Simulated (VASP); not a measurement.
# Ni (Im-3m) in VASP: further runs

Aim: see how the results for Ni move with the level of theory and the settings. Levels: RPBE, PBE, PBE+D4+U, PBEsol. Tasks: single point, relaxation of cell and atoms.

Everything below comes from runs of VASP 6.6.1. Logs are shortened: lines on timing, memory, paths and dates and some standing lists are left out, and cuts for length are marked.

## Step 1: The cell of the first run

It takes space group Im-3m (No. 229, cubic). The conventional cell has a = 2.767 Å, b = 2.767 Å, c = 2.767 Å, α = 90.00°, β = 90.00°, γ = 90.00°. Ni (site symmetry m-3m) has 14 Ni at 2.40 to 2.77 Å within 3.2 Å.

## Step 2: Single point, RPBE, collinear spin, ferromagnetic start

INCAR

```
SYSTEM = Ni
ALGO = Normal
EDIFF = 1E-6
ENCUT = 520
GGA = RP
ISIF = 2
ISMEAR = 0
ISPIN = 2
LASPH = .True.
LCHARG = .False.
LMAXMIX = 4
LORBIT = 11
LREAL = .False.
LWAVE = .False.
MAGMOM = 1
NBANDS = 15
NELM = 150
PREC = Accurate
SIGMA = 0.02
```

KPOINTS

```
k-points
0
Gamma
  13 13 13
  0 0 0
```

POSCAR

```
Ni
1.0
   -1.3837154700      1.3837154700      1.3837154700
    1.3837154700     -1.3837154700      1.3837154700
    1.3837154700      1.3837154700     -1.3837154700
Ni
1
Direct
    0.0000000000      0.0000000000      0.0000000000
```

Potentials or basis: VASP PAW PBE potentials, release 64 (Ni).

The run is started by

```bash
$ cat potpaw_PBE.64/Ni/POTCAR > POTCAR
$ mpirun -np 1 vasp_std > vasp.out
```

OUTCAR:

```text
SYSTEM = Ni
   EDIFF = 1E-6
   ENCUT = 520
   GGA = RP
   ISIF = 2
   ISMEAR = 0
   ISPIN = 2
   LASPH = .True.
   LORBIT = 11
   LREAL = .False.
   NELM = 150
   PREC = Accurate

 ion  position               nearest neighbor table
   1  0.000  0.000  0.000-

  LATTYP: Found a body centered cubic cell.
 ALAT       =     2.7674309400

  Lattice vectors:

 A1 = (  -1.3837154700,   1.3837154700,   1.3837154700)
 A2 = (   1.3837154700,  -1.3837154700,   1.3837154700)
 A3 = (   1.3837154700,   1.3837154700,  -1.3837154700)

Analysis of symmetry for initial positions (statically):
=====================================================================
 Subroutine PRICEL returns:
 Original cell was already a primitive cell.

 Routine SETGRP: Setting up the symmetry group for a
 body centered cubic supercell.

 Subroutine GETGRP returns: Found 48 space group operations
 (whereof 48 operations were pure point group operations)
 out of a pool of 48 trial point group operations.

The static configuration has the point symmetry O_h .

Analysis of symmetry for dynamics (positions and initial velocities):
=====================================================================
 Subroutine PRICEL returns:
 Original cell was already a primitive cell.

 Routine SETGRP: Setting up the symmetry group for a
 body centered cubic supercell.

 Subroutine GETGRP returns: Found 48 space group operations
 (whereof 48 operations were pure point group operations)
 out of a pool of 48 trial point group operations.

The dynamic configuration has the point symmetry O_h .

Analysis of structural, dynamic, and magnetic symmetry:
=====================================================================
 Subroutine PRICEL returns:
 Original cell was already a primitive cell.

 Routine SETGRP: Setting up the symmetry group for a
 body centered cubic supercell.

 Subroutine GETGRP returns: Found 48 space group operations
 (whereof 48 operations were pure point group operations)
 out of a pool of 48 trial point group operations.

The overall configuration has the point symmetry O_h .

 Subroutine INISYM returns: Found 48 space group operations
 (whereof 48 operations are pure point group operations),
 and found     1 'primitive' translations

----------------------------------------------------------------------------------------

                                     Primitive cell

  volume of cell :      10.5974

  direct lattice vectors                    reciprocal lattice vectors
    -1.383715470  1.383715470  1.383715470     0.000000000  0.361345964  0.361345964
     1.383715470 -1.383715470  1.383715470     0.361345964  0.000000000  0.361345964
     1.383715470  1.383715470 -1.383715470     0.361345964  0.361345964  0.000000000

  length of vectors
     2.396665497  2.396665497  2.396665497     0.511020363  0.511020363  0.511020363

  position of ions in fractional coordinates (direct lattice)
     0.000000000  0.000000000  0.000000000

  ion indices of the primitive-cell ions
   primitive index   ion index
                 1           1

----------------------------------------------------------------------------------------

 KPOINTS: k-points

Automatic generation of k-mesh.
 Grid dimensions read from file:
 generate k-points for:   13   13   13

 Generating k-lattice:

  Cartesian coordinates                     Fractional coordinates (reciprocal lattice)
     0.000000000  0.027795843  0.027795843     0.076923077  0.000000000  0.000000000
     0.027795843  0.000000000  0.027795843     0.000000000  0.076923077  0.000000000
     0.027795843  0.027795843  0.000000000     0.000000000  0.000000000  0.076923077

  Length of vectors
     0.039309259  0.039309259  0.039309259

  Shift w.r.t. Gamma in fractional coordinates (k-lattice)
     0.000000000  0.000000000  0.000000000

 Subroutine IBZKPT returns following result:
 ===========================================

 Found     84 irreducible k-points:

 Following reciprocal coordinates:
            Coordinates               Weight
  0.000000  0.000000  0.000000      1.000000
  0.076923  0.000000  0.000000     12.000000
  0.153846  0.000000  0.000000     12.000000
  0.230769  0.000000  0.000000     12.000000
  0.307692  0.000000  0.000000     12.000000
  0.384615  0.000000  0.000000     12.000000
[... 16 lines left out ...]
  0.153846  0.076923  0.076923     24.000000
  0.230769  0.076923  0.076923     24.000000
 [... further k-points ...]
   k-points           NKPTS =     84   k-points in BZ     NKDIM =     84   number of bands    NBANDS=     15
   number of dos      NEDOS =    301   number of ions     NIONS =      1
   total plane-waves  NPLWV =   5832
   dimension x,y,z NGX =    18 NGY =   18 NGZ =   18
   dimension x,y,z NGXF=    36 NGYF=   36 NGZF=   36
   ions per type =               1
   NGX,Y,Z   is equivalent  to a cutoff of  12.49, 12.49, 12.49 a.u.
   NGXF,Y,Z  is equivalent  to a cutoff of  24.97, 24.97, 24.97 a.u.
 SYSTEM =  Ni
   PREC   = accura    normal or accurate (medium, high low for compatibility)
   ISTART =      0    job   : 0-new  1-cont  2-samecut
   ICHARG =      2    charge: 1-file 2-atom 10-const
   ISPIN  =      2    spin polarized calculation?
   LNONCOLLINEAR =      F non collinear calculations
   LSORBIT =      F    spin-orbit coupling
   LASPH  =      T    aspherical Exc in radial PAW
   ENCUT  =  520.0 eV  38.22 Ry    6.18 a.u.   4.46  4.46  4.46*2*pi/ulx,y,z
   NELM   =    150;   NELMIN=  2; NELMDL= -5     # of ELM steps
   EDIFF  = 0.1E-05   stopping-criterion for ELM
   LREAL  =      F    real-space projection
   EDIFFG = 0.1E-04   stopping-criterion for IOM
   NSW    =      0    number of steps for IOM
   IBRION =     -1    ionic relax: 0-MD 1-quasi-New 2-CG
   NFREE  =      0    steps in history (QN), initial steepest desc. (CG)
   ISIF   =      2    stress and relaxation
   ISYM   =      2    0-nonsym 1-usesym 2-fastsym
   POTIM  = 0.5000    time-step for ionic-motion
   TEBEG  =    0.0;   TEEND  =   0.0 temperature during run
   PSTRESS=    0.0 pullay stress
   NELECT =      10.0000    total number of electrons
   NUPDOWN=      -1.0000    fix difference up-down
   EMIN   =  10.00;   EMAX   =-10.00  energy-range for DOS
   EFERMI =   0.00;   METHOD = LEGACY
   ISMEAR =     0;   SIGMA  =   0.02  broadening in eV -4-tet -1-fermi 0-gaus
   EFERMI_NEDOS =   21; number of points for ismear=-14 and -15
   IALGO  =     38    algorithm
   IMIX   =      4    mixing-type and parameters
     AMIX     =   0.40;   BMIX     =  1.00
     AMIX_MAG =   1.60;   BMIX_MAG =  1.00
  volume/ion in A,a.u.               =      10.60        71.51
  Fermi-wavevector in a.u.,A,eV,Ry     =   1.605738  3.034405 35.081190  2.578395
  Thomas-Fermi vector in A             =   2.702037
   LORBIT       =     11    0 simple, 1 ext, 2 COOP (PROOUT), +10 PAW based schemes
   GGA     = RP    functional components
   LHFCALC =     F    Hartree Fock is set to
   AEXX    =    0.0000 exact exchange contribution
   IVDW    =     0    specifies the selected vdW correction
   LEPSILON=     F    determine dielectric tensor
   LRPA    =     F    only Hartree local field effects (RPA)
 spin polarized calculation
 Gauss-broadening in eV      SIGMA  =   0.02
  energy-cutoff  :      520.00
  volume of cell :       10.60
 maximum number of plane-waves:       321
 NGX is ok and might be reduce to    18
   NGX =  9   NGY =  9   NGZ =  9

 number of electron      10.0000004 magnetization       0.5906299

 Free energy of the ion-electron system (eV)
  ---------------------------------------------------
  ext. energy  EPLUGINS =         0.00000000
  ---------------------------------------------------
  free energy    TOTEN  =        -4.83249466 eV

  energy without entropy =       -4.83213049  energy(sigma->0) =       -4.83231258

 E-fermi :   9.7622     XC(G=0): -13.2841

 val. band max:        9.7608719041   @ k =   0.4615   0.0000   0.0000
 cond. band min:       9.7667643826   @ k =  -0.3077   0.3846   0.0769
 fundamental gap:      0.0058924785
 Fermi energy:         9.7621892754

 spin component 1

 k-point     1 :       0.0000    0.0000    0.0000
  band No.  band energies     occupation
      1       0.7156      1.00000
      2       7.3813      1.00000
      3       7.3813      1.00000
      4       7.3813      1.00000
      5       8.8488      1.00000
      6       8.8488      1.00000
      7      36.4687      0.00000
      8      36.4687      0.00000
      9      36.4687      0.00000
     10      41.5543      0.00000
     11      41.5543      0.00000
     12      42.9273      0.00000
     13      42.9273      0.00000
     14      42.9273      0.00000
     15      43.5224      0.00000

 k-point     2 :       0.0769    0.0000    0.0000
  band No.  band energies     occupation
      1       0.9649      1.00000
      2       7.3240      1.00000
      3       7.3769      1.00000
      4       7.4955      1.00000
      5       8.7916      1.00000
      6       8.8534      1.00000
      7      34.5871      0.00000
      8      35.9906      0.00000
      9      36.1650      0.00000
     10      40.1431      0.00000
     11      40.2851      0.00000
     12      40.3975      0.00000
     13      42.6990      0.00000
     14      44.3125      0.00000
     15      45.3540      0.00000
[... 365 lines left out ...]
      3       6.9861      1.00000
      4       8.7076      1.00000
      5       8.7537      1.00000
      6       8.8565      1.00000
      7      26.9997      0.00000
      8      29.0704      0.00000
      9      31.0079      0.00000
     10      38.3086      0.00000
     11      42.3613      0.00000
     12      42.8614      0.00000
     13      45.2272      0.00000
     14      46.2708      0.00000
     15      50.3028      0.00000

 k-point    24 :       0.2308    0.0769    0.0769
  band No.  band energies     occupation
      1       4.4200      1.00000
      2       6.6619      1.00000
      3       7.0078      1.00000
      4       8.7194      1.00000
      5       8.9286      1.00000
      6       9.4959      1.00000
      7      23.1487      0.00000
      8      27.7745      0.00000
      9      29.2701      0.00000
     10      38.0104      0.00000
     11      41.7168      0.00000
     12      44.4098      0.00000
     13      46.4056      0.00000
     14      49.9970      0.00000
     15      52.9465      0.00000

 [... further k-points ...]

 spin component 2

 k-point     1 :       0.0000    0.0000    0.0000
  band No.  band energies     occupation
      1       0.6891      1.00000
      2       8.1161      1.00000
      3       8.1161      1.00000
      4       8.1161      1.00000
      5       9.3655      1.00000
      6       9.3655      1.00000
      7      36.3468      0.00000
      8      36.3468      0.00000
      9      36.3468      0.00000
     10      41.4601      0.00000
     11      41.4601      0.00000
     12      43.1199      0.00000
     13      43.1199      0.00000
     14      43.1199      0.00000
     15      43.6682      0.00000

 k-point     2 :       0.0769    0.0000    0.0000
  band No.  band energies     occupation
      1       0.9387      1.00000
      2       8.0544      1.00000
      3       8.1076      1.00000
      4       8.2345      1.00000
      5       9.3059      1.00000
      6       9.3704      1.00000
      7      34.5230      0.00000
      8      35.8810      0.00000
      9      36.0787      0.00000
     10      40.2811      0.00000
     11      40.3184      0.00000
     12      40.5359      0.00000
     13      42.6433      0.00000
     14      44.4276      0.00000
     15      45.4450      0.00000
[... 365 lines left out ...]
      3       7.6339      1.00000
      4       9.2524      1.00000
      5       9.3870      1.00000
      6       9.5142      1.00000
      7      27.0825      0.00000
      8      29.1043      0.00000
      9      31.1542      0.00000
     10      38.2174      0.00000
     11      42.4450      0.00000
     12      42.8701      0.00000
     13      45.2426      0.00000
     14      46.3417      0.00000
     15      50.4531      0.00000

 k-point    24 :       0.2308    0.0769    0.0769
  band No.  band energies     occupation
      1       4.4985      1.00000
      2       7.3273      1.00000
      3       7.5582      1.00000
      4       9.2908      1.00000
      5       9.4608      1.00000
      6      10.2348      0.00000
      7      23.2941      0.00000
      8      27.8149      0.00000
      9      29.3974      0.00000
     10      37.9696      0.00000
     11      41.7936      0.00000
     12      44.4046      0.00000
     13      46.4243      0.00000
     14      50.0521      0.00000
     15      53.0716      0.00000

 [... further k-points ...]
[... 5 lines left out ...]
  --------------------------------------------------------------------------------------
  -------------------------------------------------------------------------------------
  Total        0.8877062      0.8877062      0.8877062      0.0000000      0.0000000     -0.0000000
  in kB      134.2083265    134.2083265    134.2083265      0.0000000      0.0000000     -0.0000000
  external PRESSURE =     134.2083265 kB  Pullay stress =       0.0000000 kB

 VOLUME and BASIS-vectors are now :
 -----------------------------------------------------------------------------
  energy-cutoff  :      520.00
  volume of cell :       10.60
      direct lattice vectors                 reciprocal lattice vectors
    -1.383715470  1.383715470  1.383715470     0.000000000  0.361345964  0.361345964
     1.383715470 -1.383715470  1.383715470     0.361345964  0.000000000  0.361345964
     1.383715470  1.383715470 -1.383715470     0.361345964  0.361345964  0.000000000

 POSITION                                       TOTAL-FORCE (eV/Angst)
 -----------------------------------------------------------------------------------
      0.00000      0.00000      0.00000         0.000000     -0.000000      0.000000
 -----------------------------------------------------------------------------------
    total drift:                                0.000000     -0.000000      0.000000

  FREE ENERGIE OF THE ION-ELECTRON SYSTEM (eV)
  ---------------------------------------------------
  free  energy   TOTEN  =        -4.8324946650 eV

  energy  without entropy=       -4.8321304871  energy(sigma->0) =       -4.83231258

 total charge

# of ion       s       p       d       tot
------------------------------------------
    1        0.501   0.513   8.340   9.355

 magnetization (x)

# of ion       s       p       d       tot
------------------------------------------
    1       -0.004  -0.017   0.618   0.597
```

It took 71 s on 1 thread of Intel Xeon 6975P-C, shared host; peak memory 0.1 GiB.

Results:

```
Free energy                                           : -4.8325 eV
Pressure                                              : 13.4 GPa
Net moment                                            : 0.59 μB per cell
Site moments                                          : Ni +0.60 μB
Valence electrons inside the program's atomic spheres : Ni 9.36
```

Caveat: the PAW data sets were made with another functional, which shifts forces and pressure a little.

## Step 3: Single point, PBE, collinear spin, ferromagnetic start

INCAR

```
ALGO = Fast
EDIFF = 1E-6
ENCUT = 520
GGA = PE
ISIF = 2
ISMEAR = 0
ISPIN = 2
LASPH = T
LCHARG = F
LMAXMIX = 4
LORBIT = 11
LREAL = F
LWAVE = F
MAGMOM = 1
NBANDS = 15
NELM = 150
PREC = Accurate
SIGMA = 0.02
```

KPOINTS

```
k-points
0
Gamma
  13 13 13
```

POSCAR is that of step 2.

Potentials or basis: VASP PAW PBE potentials, release 64 (Ni).

The run is started by

```bash
$ cat potpaw_PBE.64/Ni/POTCAR > POTCAR
$ mpirun -np 1 vasp_std > vasp.out
```

It took 66 s on 1 thread of Intel Xeon 6975P-C, shared host; peak memory 0.11 GiB.

It converged, with:

- Free energy: -5.3661 eV
- Pressure: 7.6 GPa
- Net moment: 0.59 μB per cell
- Site moments: Ni +0.60 μB
- Valence electrons inside the program's atomic spheres: Ni 9.36

Levels at points of the mesh, in eV from the Fermi level:
Spin up:
```
           k point  band 3  band 4  band 5  band 6  band 7  band 8
(0.00, 0.00, 0.00)   -2.37   -2.37   -0.90   -0.90   26.74   26.74
```
Spin down:
```csv
k point,band 2,band 3,band 4,band 5,band 6,band 7,band 8,band 9
"(0.00, 0.00, 0.00)",-1.66,-1.66,-1.66,-0.39,-0.39,26.65,26.65,26.65
```

(Continued in part 2 of 2.)
